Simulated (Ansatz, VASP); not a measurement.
# TiO2: VASP beside Ansatz

INCAR

```
SYSTEM = TiO2
PREC     = Accurate       ! precision mode
ENCUT    = 520            ! plane-wave cutoff, eV
EDIFF    = 1E-6           ! SCF threshold, eV
ISMEAR   = -1             ! smearing method
SIGMA    = 0.05           ! smearing width, eV
LREAL    = .FALSE.        ! projectors in reciprocal space
LASPH    = .TRUE.         ! aspherical terms in the spheres
NELM     = 80             ! most SCF steps
ALGO     = Normal         ! electronic algorithm
ISIF     = 2              ! what is computed and relaxed
LWAVE    = .FALSE.        ! write WAVECAR
LCHARG   = .TRUE.         ! write CHGCAR
GGA      = PE             ! functional
LELF     = .TRUE.         ! ELF
LVHAR    = .TRUE.       
NBANDS   = 33             ! bands
```

File KPOINTS:

```
regular mesh
0
G
  6 6 9
  0 0 0
```

POSCAR

```
TiO2
1.0
    4.5940000000      0.0000000000      0.0000000000
    0.0000000000      4.5940000000      0.0000000000
    0.0000000000      0.0000000000      2.9590000000
Ti O
2 4
Direct
    0.0000000000      0.0000000000      0.0000000000
    0.5000000000      0.5000000000      0.5000000000
    0.3060000000      0.3060000000      0.0000000000
    0.1940000000      0.8060000000      0.5000000000
    0.6940000000      0.6940000000      0.0000000000
    0.8060000000      0.1940000000      0.5000000000
```

Input for Ansatz:

```yaml
crystal:
  lattice:
    - [4.594, 0.0, 0.0]
    - [0.0, 4.594, 0.0]
    - [0.0, 0.0, 2.959]
  atoms:
    - { symbol: Ti, position: [0.0, 0.0, 0.0] }
    - { symbol: Ti, position: [0.5, 0.5, 0.5] }
    - { symbol: O, position: [0.306, 0.306, 0.0] }
    - { symbol: O, position: [0.194, 0.806, 0.5] }
    - { symbol: O, position: [0.694, 0.694, 0.0] }
    - { symbol: O, position: [0.806, 0.194, 0.5] }
kpoints:
  mp_grid: { grid: [6, 6, 9] }
  band_path:
    path:
      - [0.0, 0.0, 0.0]
      - [0.0, 0.5, 0.0]
      - [0.5, 0.5, 0.0]
      - [0.0, 0.0, 0.0]
      - [0.0, 0.0, 0.5]
      - [0.0, 0.5, 0.5]
      - [0.5, 0.5, 0.5]
      - [0.0, 0.0, 0.5]
      - [0.0, 0.5, 0.0]
    npoints: 8
scf:
  occupations: { method: fermi_dirac, width: 0.05 }
hamiltonian:
  xc: pbe
  pseudopotentials: { kind: all_electron, lapw: { basis_error: 0.001 } }
output:
  forces: true
  stress: true
  eigenvalues: true
  populations: true
  dos: { projected: true, de: 0.2, e_range: [-14, 8] }
```

Alike in both runs: task single point; functional PBE; k mesh 6 × 6 × 9; occupations fermi-dirac, width 0.05 eV; no spin polarisation.

|  | VASP | Ansatz |
| --- | --- | --- |
| version | VASP 6.6.1 | Ansatz 0.2.0 |
| potentials or method | VASP PAW PBE potentials, release 64 (Ti_sv, O), cutoff 520 eV | all-electron LAPW, scalar-relativistic |

VASP gave:

| Item | Value |
| --- | --- |
| gap on the k mesh at the Fermi level (eV) | 1.91 |
| pressure (GPa) | 6.0 |
| traceless stress, the component that is largest in VASP (GPa) | -0.32 |
| rms of the force components (eV/Å) | 0.124 |

Q: Which values does Ansatz return?

A: gap on the k mesh at the Fermi level (eV): 1.93; pressure (GPa): 5.4; traceless stress, the component that is largest in VASP (GPa): -0.57; rms of the force components (eV/Å): 0.110.

Atom by atom the forces differ by 0.014 eV/Å (rms over components). Ansatz ran all-electron here, and VASP with PAW potentials.
